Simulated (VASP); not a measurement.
# TiSi2 (Cmcm) in VASP: further runs

TiSi2 is run at these levels: PBE; tasks: single point.

Program: VASP 6.6.1. These are calculated values, not measurements. Logs are shortened: lines on timing, memory, paths and dates and some standing lists are left out, and cuts for length are marked.

## Step 1: The cell of the first run

It takes space group Cmcm (No. 63, orthorhombic). The conventional cell has a = 3.545 Å, b = 12.762 Å, c = 3.577 Å, α = 90.00°, β = 90.00°, γ = 90.00°. Within 3.4 Å of Ti (site symmetry m2m) lie 10 Si at 2.58 to 2.73 Å and 2 Ti at 3.18 Å. Si (site symmetry m2m) has 6 Si at 2.34 to 3.02 Å and 6 Ti at 2.58 to 2.73 Å within 3.1 Å. Si (site symmetry m2m) has 8 Si at 2.52 to 3.02 Å and 4 Ti at 2.58 to 2.59 Å within 3.3 Å.

## Step 2: Single point, PBE (13.49 Å³/atom)

File INCAR:

```
PREC = Accurate ; ENCUT = 520
EDIFF = 1E-7 ; ISMEAR = 0
SIGMA = 0.15 ; LREAL = False
LASPH = True ; NELM = 60
ALGO = Normal ; ISIF = 2
LWAVE = False ; LCHARG = False
GGA = PE ; NBANDS = 29
```

File KPOINTS:

```
Automatic mesh
0
Gamma
  12 12 12
```

File POSCAR:

```
TiSi2
1.0
    1.7726466550     -6.3811308295      0.0000000000
    1.7726466550      6.3811308295      0.0000000000
    0.0000000000      0.0000000000      3.5769822731
Ti Si
2 4
Direct
    0.8968075259      0.1031924741      0.7500000000
    0.1031924741      0.8968075259      0.2500000000
    0.5591373592      0.4408626408      0.7500000000
    0.4408626408      0.5591373592      0.2500000000
    0.2498287182      0.7501712818      0.7500000000
    0.7501712818      0.2498287182      0.2500000000
```

Potentials or basis: VASP PAW PBE potentials, release 64 (Ti_sv, Si).

Launch:

```bash
cat potpaw_PBE.64/Ti_sv/POTCAR potpaw_PBE.64/Si/POTCAR > POTCAR
mpirun -np 1 vasp_std > vasp.out
```

OUTCAR:

```text
PREC = Accurate
   ENCUT = 520
   EDIFF = 1E-7
   ISMEAR = 0
   LREAL = False
   LASPH = True
   NELM = 60
   ISIF = 2
   GGA = PE

 ion  position               nearest neighbor table
   1  0.897  0.103  0.750-   4 2.58   4 2.58   4 2.58   4 2.58   5 2.58   5 2.58   6 2.59   6 2.59
                             3 2.73   3 2.73
   2  0.103  0.897  0.250-   3 2.58   3 2.58   3 2.58   3 2.58   6 2.58   6 2.58   5 2.59   5 2.59
                             4 2.73   4 2.73
   3  0.559  0.441  0.750-   4 2.34   4 2.34   2 2.58   2 2.58   2 2.58   2 2.58   1 2.73   1 2.73
                             5 3.01   5 3.01   6 3.02   6 3.02
   4  0.441  0.559  0.250-   3 2.34   3 2.34   1 2.58   1 2.58   1 2.58   1 2.58   2 2.73   2 2.73
                             6 3.01   6 3.01   5 3.02   5 3.02
   5  0.250  0.750  0.750-   6 2.52   6 2.52   6 2.52   6 2.52   1 2.58   1 2.58   2 2.59   2 2.59
                             3 3.01   3 3.01   4 3.02   4 3.02
   6  0.750  0.250  0.250-   5 2.52   5 2.52   5 2.52   5 2.52   2 2.58   2 2.58   1 2.59   1 2.59
                             4 3.01   4 3.01   3 3.02   3 3.02

  LATTYP: Found a base centered orthorhombic cell.
 ALAT       =     3.5452933100
 B/A-ratio  =     3.5997759686
 C/A-ratio  =     1.0089383192

  Lattice vectors:

 A1 = (   1.7726466550,  -6.3811308295,   0.0000000000)
 A2 = (   1.7726466550,   6.3811308295,   0.0000000000)
 A3 = (   0.0000000000,   0.0000000000,   3.5769822731)

Analysis of symmetry for initial positions (statically):
=====================================================================
 Subroutine PRICEL returns:
 Original cell was already a primitive cell.

 Routine SETGRP: Setting up the symmetry group for a
 base centered orthorhombic supercell.

 Subroutine GETGRP returns: Found  8 space group operations
 (whereof  4 operations were pure point group operations)
 out of a pool of  8 trial point group operations.

The static configuration has the point symmetry C_2h.
 The point group associated with its full space group is D_2h.

Analysis of symmetry for dynamics (positions and initial velocities):
=====================================================================
 Subroutine PRICEL returns:
 Original cell was already a primitive cell.

 Routine SETGRP: Setting up the symmetry group for a
 base centered orthorhombic supercell.

 Subroutine GETGRP returns: Found  8 space group operations
 (whereof  4 operations were pure point group operations)
 out of a pool of  8 trial point group operations.

The dynamic configuration has the point symmetry C_2h.
 The point group associated with its full space group is D_2h.

 Subroutine INISYM returns: Found  8 space group operations
 (whereof  4 operations are pure point group operations),
 and found     1 'primitive' translations

----------------------------------------------------------------------------------------

                                     Primitive cell

  volume of cell :      80.9220

  direct lattice vectors                    reciprocal lattice vectors
     1.772646655 -6.381130829  0.000000000     0.282064109 -0.078356018  0.000000000
     1.772646655  6.381130829  0.000000000     0.282064109  0.078356018  0.000000000
     0.000000000  0.000000000  3.576982273     0.000000000  0.000000000  0.279565266

  length of vectors
     6.622771839  6.622771839  3.576982273     0.292745328  0.292745328  0.279565266

  position of ions in fractional coordinates (direct lattice)
     0.896807526  0.103192474  0.750000000
     0.103192474  0.896807526  0.250000000
     0.559137359  0.440862641  0.750000000
     0.440862641  0.559137359  0.250000000
     0.249828718  0.750171282  0.750000000
     0.750171282  0.249828718  0.250000000

  ion indices of the primitive-cell ions
   primitive index   ion index
                 1           1
                 2           2
                 3           3
                 4           4
                 5           5
                 6           6

----------------------------------------------------------------------------------------

 KPOINTS: Automatic mesh

Automatic generation of k-mesh.
 Grid dimensions read from file:
 generate k-points for:   12   12   12

 Generating k-lattice:

  Cartesian coordinates                     Fractional coordinates (reciprocal lattice)
     0.023505342 -0.006529668  0.000000000     0.083333333  0.000000000  0.000000000
     0.023505342  0.006529668  0.000000000     0.000000000  0.083333333  0.000000000
     0.000000000  0.000000000  0.023297105     0.000000000  0.000000000  0.083333333

  Length of vectors
     0.024395444  0.024395444  0.023297105

  Shift w.r.t. Gamma in fractional coordinates (k-lattice)
     0.000000000  0.000000000  0.000000000

 Subroutine IBZKPT returns following result:
 ===========================================

 Found    301 irreducible k-points:

 Following reciprocal coordinates:
            Coordinates               Weight
  0.000000  0.000000  0.000000      1.000000
  0.083333  0.000000  0.000000      4.000000
  0.166667  0.000000  0.000000      4.000000
  0.250000  0.000000  0.000000      4.000000
  0.333333  0.000000  0.000000      4.000000
  0.416667 -0.000000  0.000000      4.000000
[... 16 lines left out ...]
  0.500000  0.166667  0.000000      4.000000
 -0.416667  0.166667  0.000000      4.000000
 [... further k-points ...]
   k-points           NKPTS =    301   k-points in BZ     NKDIM =    301   number of bands    NBANDS=     29
   number of dos      NEDOS =    301   number of ions     NIONS =      6
   total plane-waves  NPLWV =  70000
   dimension x,y,z NGX =    50 NGY =   50 NGZ =   28
   dimension x,y,z NGXF=   100 NGYF=  100 NGZF=   56
   ions per type =               2   4
   NGX,Y,Z   is equivalent  to a cutoff of  12.55, 12.55, 13.01 a.u.
   NGXF,Y,Z  is equivalent  to a cutoff of  25.10, 25.10, 26.03 a.u.
 SYSTEM =  unknown system
   PREC   = accura    normal or accurate (medium, high low for compatibility)
   ISTART =      0    job   : 0-new  1-cont  2-samecut
   ICHARG =      2    charge: 1-file 2-atom 10-const
   ISPIN  =      1    spin polarized calculation?
   LNONCOLLINEAR =      F non collinear calculations
   LSORBIT =      F    spin-orbit coupling
   LASPH  =      T    aspherical Exc in radial PAW
   ENCUT  =  520.0 eV  38.22 Ry    6.18 a.u.  12.31 12.31  6.65*2*pi/ulx,y,z
   NELM   =     60;   NELMIN=  2; NELMDL= -5     # of ELM steps
   EDIFF  = 0.1E-06   stopping-criterion for ELM
   LREAL  =      F    real-space projection
   EDIFFG = 0.1E-05   stopping-criterion for IOM
   NSW    =      0    number of steps for IOM
   IBRION =     -1    ionic relax: 0-MD 1-quasi-New 2-CG
   NFREE  =      0    steps in history (QN), initial steepest desc. (CG)
   ISIF   =      2    stress and relaxation
   ISYM   =      2    0-nonsym 1-usesym 2-fastsym
   POTIM  = 0.5000    time-step for ionic-motion
   TEBEG  =    0.0;   TEEND  =   0.0 temperature during run
   PSTRESS=    0.0 pullay stress
   NELECT =      40.0000    total number of electrons
   NUPDOWN=      -1.0000    fix difference up-down
   EMIN   =  10.00;   EMAX   =-10.00  energy-range for DOS
   EFERMI =   0.00;   METHOD = LEGACY
   ISMEAR =     0;   SIGMA  =   0.15  broadening in eV -4-tet -1-fermi 0-gaus
   EFERMI_NEDOS =   21; number of points for ismear=-14 and -15
   IALGO  =     38    algorithm
   IMIX   =      4    mixing-type and parameters
     AMIX     =   0.40;   BMIX     =  1.00
     AMIX_MAG =   1.60;   BMIX_MAG =  1.00
  volume/ion in A,a.u.               =      13.49        91.01
  Fermi-wavevector in a.u.,A,eV,Ry     =   1.294412  2.446085 22.796604  1.675503
  Thomas-Fermi vector in A             =   2.425997
   LORBIT       =      0    0 simple, 1 ext, 2 COOP (PROOUT), +10 PAW based schemes
   GGA     = PE    functional components
   LHFCALC =     F    Hartree Fock is set to
   AEXX    =    0.0000 exact exchange contribution
   IVDW    =     0    specifies the selected vdW correction
   LEPSILON=     F    determine dielectric tensor
   LRPA    =     F    only Hartree local field effects (RPA)
 non-spin polarized calculation
 Gauss-broadening in eV      SIGMA  =   0.15
  energy-cutoff  :      520.00
  volume of cell :       80.92
 maximum number of plane-waves:      2205
 NGX is ok and might be reduce to    50
   NGX = 25   NGY = 25   NGZ = 13

 number of electron      40.0000002 magnetization

 Free energy of the ion-electron system (eV)
  ---------------------------------------------------
  ext. energy  EPLUGINS =         0.00000000
  ---------------------------------------------------
  free energy    TOTEN  =       -40.49593873 eV

  energy without entropy =      -40.47697671  energy(sigma->0) =      -40.48645772

 E-fermi :  11.1847     XC(G=0): -11.8704

 val. band max:       11.1815227567   @ k =   0.5000   0.4167   0.0000
 cond. band min:      11.1856869273   @ k =  -0.4167   0.0833   0.0000
 fundamental gap:      0.0041641705
 Fermi energy:        11.1847050249

 k-point     1 :       0.0000    0.0000    0.0000
  band No.  band energies     occupation
      1     -45.4585      2.00000
      2     -45.4430      2.00000
      3     -21.8192      2.00000
      4     -21.8114      2.00000
      5     -21.8062      2.00000
      6     -21.7864      2.00000
[... 21 lines left out ...]
     28      14.4652      0.00000
     29      14.5923      0.00000

 k-point     2 :       0.0833    0.0000    0.0000
  band No.  band energies     occupation
      1     -45.4582      2.00000
      2     -45.4428      2.00000
      3     -21.8181      2.00000
      4     -21.8115      2.00000
      5     -21.8109      2.00000
      6     -21.7910      2.00000
[... 21 lines left out ...]
     28      14.4725      0.00000
     29      14.6077      0.00000

 k-point     3 :       0.1667    0.0000    0.0000
  band No.  band energies     occupation
      1     -45.4573      2.00000
      2     -45.4420      2.00000
      3     -21.8263      2.00000
      4     -21.8150      2.00000
      5     -21.8095      2.00000
      6     -21.8038      2.00000
[... 638 lines left out ...]
      5     -21.8053      2.00000
      6     -21.8040      2.00000
[... 21 lines left out ...]
     28      14.7345      0.00000
     29      15.1163      0.00000

 k-point    24 :      -0.4167    0.1667    0.0000
  band No.  band energies     occupation
      1     -45.4561      2.00000
      2     -45.4412      2.00000
      3     -21.8468      2.00000
      4     -21.8212      2.00000
      5     -21.8071      2.00000
      6     -21.8071      2.00000
[... 21 lines left out ...]
     28      14.3621      0.00000
     29      15.3881      0.00000

 [... further k-points ...]

------------------------ aborting loop because EDIFF is reached ----------------------------------------

  FORCE on cell =-STRESS in cart. coord.  units (eV):
  Direction    XX          YY          ZZ          XY          YZ          ZX
  --------------------------------------------------------------------------------------
  -------------------------------------------------------------------------------------
  Total        1.9590280      8.8731960      2.5556615      0.0000000      0.0000000      0.0000000
  in kB       38.7868605    175.6806979     50.5996261      0.0000000      0.0000000      0.0000000
  external PRESSURE =      88.3557282 kB  Pullay stress =       0.0000000 kB

 VOLUME and BASIS-vectors are now :
 -----------------------------------------------------------------------------
  energy-cutoff  :      520.00
  volume of cell :       80.92
      direct lattice vectors                 reciprocal lattice vectors
     1.772646655 -6.381130829  0.000000000     0.282064109 -0.078356018  0.000000000
     1.772646655  6.381130829  0.000000000     0.282064109  0.078356018  0.000000000
     0.000000000  0.000000000  3.576982273     0.000000000  0.000000000  0.279565266

 POSITION                                       TOTAL-FORCE (eV/Angst)
 -----------------------------------------------------------------------------------
      1.77265     -5.06416      2.68274         0.000000     -0.752977     -0.000000
      1.77265      5.06416      0.89425         0.000000      0.752977     -0.000000
      1.77265     -0.75473      2.68274         0.000000     -0.522358      0.000000
      1.77265      0.75473      0.89425         0.000000      0.522358      0.000000
      1.77265      3.19275      2.68274         0.000000      0.053157      0.000000
      1.77265     -3.19275      0.89425         0.000000     -0.053157     -0.000000
 -----------------------------------------------------------------------------------
    total drift:                               -0.000000     -0.000000     -0.000000

  FREE ENERGIE OF THE ION-ELECTRON SYSTEM (eV)
  ---------------------------------------------------
  free  energy   TOTEN  =       -40.4959387265 eV

  energy  without entropy=      -40.4769767138  energy(sigma->0) =      -40.48645772
```

Run time: 11 min. Hardware: 1 thread of AMD EPYC 9R45 (Zen 5), shared host; peak memory 0.63 GiB.

What came out:

| Quantity | Value |
| --- | --- |
| Free energy | -40.4959 eV |
| Pressure | 8.8 GPa |
| Largest force | 0.753 eV/Å |
| Band gap on the k mesh | zero (bands 20 and 21 overlap by 0.99 eV) |

Forces on the atoms (eV/Å):
```
Ti   0.000 -0.753  0.000
Ti   0.000  0.753  0.000
Si   0.000 -0.522  0.000
Si   0.000  0.522  0.000
Si   0.000  0.053  0.000
Si   0.000 -0.053  0.000
```

Levels at points of the mesh, in eV from the Fermi level:
| k point | band 16 | band 17 | band 18 | band 19 | band 20 | band 21 | band 22 | band 23 | band 24 | band 25 |
| --- | --- | --- | --- | --- | --- | --- | --- | --- | --- | --- |
| (0.00, 0.00, 0.00) | -2.61 | -2.34 | -1.92 | -1.55 | 0.37 | 0.81 | 0.90 | 0.91 | 1.20 | 1.62 |
| (0.50, 0.00, 0.00) | -2.31 | -1.95 | -1.15 | -0.76 | -0.61 | -0.58 | 0.95 | 1.40 | 1.58 | 1.86 |
| (0.50, 0.50, 0.00) | -2.90 | -2.84 | -2.22 | -0.97 | 0.25 | 0.53 | 0.54 | 0.97 | 1.47 | 2.40 |
| (0.00, 0.00, 0.50) | -2.64 | -1.48 | -1.48 | -0.05 | -0.05 | 1.31 | 1.31 | 1.47 | 1.47 | 1.60 |
| (0.50, 0.00, 0.50) | -4.21 | -2.98 | -2.98 | -2.48 | -2.48 | 1.84 | 1.84 | 1.85 | 1.85 | 2.85 |
| (0.50, 0.50, 0.50) | -3.22 | -2.31 | -2.31 | -1.13 | -1.13 | 0.54 | 0.54 | 1.65 | 1.65 | 2.69 |

Caveat: the stress differs along the axes, from 4 to 18 GPa.

(Part 1 of 2 ends here.)
